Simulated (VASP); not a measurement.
# Mo (P6/mmm) in VASP: further runs, part 2 of 2

VASP 6.6.1. Earlier steps stand in the parts before.

## 3. Single point, PBEsol (strain +0.030 along x and y, -0.030 along z)

INCAR

```
PREC = Accurate ; ENCUT = 520
EDIFF = 1E-7 ; ISMEAR = 0
SIGMA = 0.15 ; LREAL = False
LASPH = True ; NELM = 100
ALGO = Normal ; ISIF = 2
LWAVE = False ; LCHARG = False
GGA = PS ; NBANDS = 13
```

KPOINTS

```
Automatic mesh
0
Gamma
  18 18 18
```

POSCAR

```
Mo
1.0
    2.8175757091      0.0000000000      0.0000000000
   -1.4087878546      2.4400921412      0.0000000000
    0.0000000000      0.0000000000      2.4785252790
Mo
1
Direct
    0.0000000000      0.0000000000      0.5000000000
```

Potentials or basis: VASP PAW PBE potentials, release 64 (Mo_sv).

Run with:

```console
> cat potpaw_PBE.64/Mo_sv/POTCAR > POTCAR
> mpirun -np 1 vasp_std > vasp.out
```

Run time: 28 s. Hardware: 1 thread of Intel Xeon Platinum 8488C (Sapphire Rapids), shared host; peak memory 0.19 GiB.

Results (log left out):

| Property | Result |
| --- | --- |
| Free energy | -10.8457 eV |
| Pressure | -8.5 GPa |
| Band gap on the k mesh | zero (band 7 reaches 11.68 eV, above the bottom of band 8 at 10.02 eV) |

Stress tensor (GPa, compression positive):
```
-11.24   0.00   0.00
  0.00 -11.24   0.00
  0.00   0.00  -3.08
```

Levels at points of the mesh, in eV from the Fermi level:
| k point | band 4 | band 5 | band 6 | band 7 | band 8 | band 9 | band 10 | band 11 |
| --- | --- | --- | --- | --- | --- | --- | --- | --- |
| (0.00, 0.00, 0.00) | -33.83 | -6.59 | -4.17 | -0.84 | -0.84 | 4.34 | 4.34 | 12.64 |
| (0.50, 0.00, 0.00) | -33.73 | -4.59 | -3.29 | 0.81 | 1.87 | 3.81 | 3.94 | 9.28 |
| (0.00, 0.00, 0.50) | -34.08 | -3.15 | 0.20 | 0.20 | 0.26 | 0.26 | 0.59 | 11.19 |
| (0.50, 0.00, 0.50) | -34.32 | -5.12 | -2.73 | -0.85 | 4.42 | 6.28 | 6.69 | 7.12 |

Caveat: the cell differs from its parent crystal (strain +0.030 along x and y, -0.030 along z); the PAW data sets were made with another functional, which shifts forces and pressure a little.

## 4. Single point, PBEsol (strain +0.015 along x and y, +0.000 along z)

INCAR

```
ALGO     = Normal         # electronic algorithm
EDIFF    = 1E-7           # SCF threshold, eV
ENCUT    = 520            # plane-wave cutoff, eV
GGA      = PS             # functional
ISIF     = 2              # what is computed and relaxed
ISMEAR   = 0              # smearing method
LASPH    = True           # aspherical terms in the spheres
LCHARG   = False          # write CHGCAR
LREAL    = False          # projectors in reciprocal space
LWAVE    = False          # write WAVECAR
NBANDS   = 13             # bands
NELM     = 100            # most SCF steps
PREC     = Accurate       # precision mode
SIGMA    = 0.15           # smearing width, eV
```

KPOINTS

```
k-points
0
Gamma
  18 18 18
```

POSCAR

```
Mo
1.0
    2.7765430532      0.0000000000      0.0000000000
   -1.3882715266      2.4045568187      0.0000000000
    0.0000000000      0.0000000000      2.5551807000
Mo
1
Direct
    0.0000000000      0.0000000000      0.5000000000
```

Run with:

```console
> cat potpaw_PBE.64/Mo_sv/POTCAR > POTCAR
> mpirun -np 1 vasp_std > vasp.out
```

It took 30 s on 1 thread of Intel Xeon Platinum 8488C (Sapphire Rapids), shared host; peak memory 0.19 GiB.

It converged, with:

| Item | Value |
| --- | --- |
| Free energy | -10.8544 eV |
| Pressure | -9.3 GPa |
| Band gap on the k mesh | zero (band 7 reaches 11.88 eV, above the bottom of band 8 at 10.11 eV) |

Stress tensor (GPa, compression positive):
```
 -8.47   0.00   0.00
  0.00  -8.47   0.00
  0.00   0.00 -10.94
```

Levels at points of the mesh, in eV from the Fermi level:
| k point | band 4 | band 5 | band 6 | band 7 | band 8 | band 9 | band 10 | band 11 |
| --- | --- | --- | --- | --- | --- | --- | --- | --- |
| (0.00, 0.00, 0.00) | -34.15 | -6.68 | -4.14 | -0.83 | -0.83 | 4.05 | 4.05 | 12.91 |
| (0.50, 0.00, 0.00) | -34.02 | -4.70 | -3.10 | 0.94 | 1.19 | 3.43 | 4.19 | 9.67 |
| (0.00, 0.00, 0.50) | -34.13 | -3.54 | 0.01 | 0.01 | 0.15 | 0.67 | 0.67 | 10.05 |
| (0.50, 0.00, 0.50) | -34.40 | -5.10 | -3.13 | -0.52 | 4.56 | 5.93 | 6.39 | 7.02 |

Caveat: the cell differs from its parent crystal (strain +0.015 along x and y, +0.000 along z); the PAW data sets were made with another functional, which shifts forces and pressure a little.

## 5. Single point, PBEsol (strain +0.015 along x and y, +0.015 along z)

INCAR

```
PREC = Accurate
ENCUT = 520
EDIFF = 1E-7
ISMEAR = 0
SIGMA = 0.15
LREAL = F
LASPH = T
NELM = 100
ALGO = Fast
ISIF = 2
LWAVE = F
LCHARG = F
GGA = PS
NBANDS = 13
```

KPOINTS

```
Automatic mesh
0
Gamma
  18 18 18
```

POSCAR: that of step 4 with these lines changed.

```diff
@@ -4,3 +4,3 @@
    -1.3882715266      2.4045568187      0.0000000000
-    0.0000000000      0.0000000000      2.5551807000
+    0.0000000000      0.0000000000      2.5935084105
 Mo
```

Run with:

```console
> cat potpaw_PBE.64/Mo_sv/POTCAR > POTCAR
> mpirun -np 1 vasp_std > vasp.out
```

It took 39 s on 1 thread of Intel Xeon Platinum 8488C (Sapphire Rapids), shared host; peak memory 0.19 GiB.

Results (log left out):

| Property | Result |
| --- | --- |
| Free energy | -10.8329 eV |
| Pressure | -11.9 GPa |
| Band gap on the k mesh | zero (band 7 reaches 11.70 eV, above the bottom of band 8 at 9.94 eV) |

Stress tensor (GPa, compression positive):
```
 -9.85   0.00   0.00
  0.00  -9.85   0.00
  0.00   0.00 -16.12
```

Levels at points of the mesh, in eV from the Fermi level:
```
           k point  band 4  band 5  band 6  band 7  band 8  band 9  band 10  band 11
(0.00, 0.00, 0.00)  -34.28   -6.67   -4.08   -0.82   -0.82    3.87     3.87    12.97
(0.50, 0.00, 0.00)  -34.15   -4.67   -3.00    0.94    0.95    3.24     4.18     9.60
(0.00, 0.00, 0.50)  -34.19   -3.64   -0.06   -0.06   -0.02    0.77     0.77     9.49
(0.50, 0.00, 0.50)  -34.45   -5.01   -3.21   -0.41    4.50    5.68     6.23     6.86
```

Caveat: the cell differs from its parent crystal (strain +0.015 along x and y, +0.015 along z); the PAW data sets were made with another functional, which shifts forces and pressure a little.

## 6. Single point, PBEsol (strain +0.030 along x and y, +0.000 along z)

INCAR

```
SYSTEM = Mo
ALGO = Fast
EDIFF = 1E-6
ENCUT = 520
GGA = PS
ISIF = 2
ISMEAR = 0
LASPH = .TRUE.
LCHARG = .FALSE.
LREAL = .FALSE.
LWAVE = .FALSE.
NBANDS = 13
NELM = 100
PREC = Accurate
SIGMA = 0.15
```

KPOINTS

```
k-points
0
G
  18 18 18
  0 0 0
```

POSCAR

```
Mo
1.0
    2.8175757091      0.0000000000      0.0000000000
   -1.4087878546      2.4400921412      0.0000000000
    0.0000000000      0.0000000000      2.5551807000
Mo
1
Direct
    0.0000000000      0.0000000000      0.5000000000
```

Potentials or basis: VASP PAW PBE potentials, release 64 (Mo_sv).

Run with:

```console
> cat potpaw_PBE.64/Mo_sv/POTCAR > POTCAR
> mpirun -np 1 vasp_std > vasp.out
```

Wall time 33 s (1 thread of Intel Xeon Platinum 8488C (Sapphire Rapids), shared host); peak memory 0.19 GiB.

The run converged. Its results:

* Free energy: -10.8175 eV
* Pressure: -14.4 GPa
* Band gap on the k mesh: zero (band 7 reaches 11.32 eV, above the bottom of band 8 at 9.70 eV)

Stress tensor (GPa, compression positive):
```
-14.66   0.00   0.00
  0.00 -14.66   0.00
  0.00   0.00 -13.75
```

Levels at points of the mesh, in eV from the Fermi level:
```
           k point  band 4  band 5  band 6  band 7  band 8  band 9  band 10  band 11
(0.00, 0.00, 0.00)  -34.13   -6.55   -4.00   -0.79   -0.79    3.96     3.96    12.80
(0.50, 0.00, 0.00)  -34.02   -4.50   -3.08    0.83    1.37    3.40     3.94     9.18
(0.00, 0.00, 0.50)  -34.19   -3.35    0.08    0.08    0.26    0.52     0.52    10.01
(0.50, 0.00, 0.50)  -34.42   -4.89   -2.88   -0.59    4.32    5.79     6.37     6.82
```

Caveat: the cell differs from its parent crystal (strain +0.030 along x and y, +0.000 along z); the PAW data sets were made with another functional, which shifts forces and pressure a little.

## 7. Overview

```csv
cell,gap on the mesh (eV),pressure (GPa)
"a = 2.777, b = 2.777, c = 2.517 Å, angles 90.0, 90.0, 120.0°, 1 atom",none,-6.3
"a = 2.818, b = 2.818, c = 2.479 Å, angles 90.0, 90.0, 120.0°, 1 atom",none,-8.5
"a = 2.777, b = 2.777, c = 2.555 Å, angles 90.0, 90.0, 120.0°, 1 atom",none,-9.3
"a = 2.777, b = 2.777, c = 2.594 Å, angles 90.0, 90.0, 120.0°, 1 atom",none,-11.9
"a = 2.818, b = 2.818, c = 2.555 Å, angles 90.0, 90.0, 120.0°, 1 atom",none,-14.4
```

Alike in all rows: task single point; level PBEsol; potentials or basis VASP PAW PBE potentials, release 64 (Mo_sv); no spin polarisation; k mesh 18 × 18 × 18; cutoff (eV) 520; smearing gaussian 0.15 eV.

Caveats: the PAW data sets were made with another functional, which shifts forces and pressure a little.

Absolute energies hang on the potentials; compare differences alone.
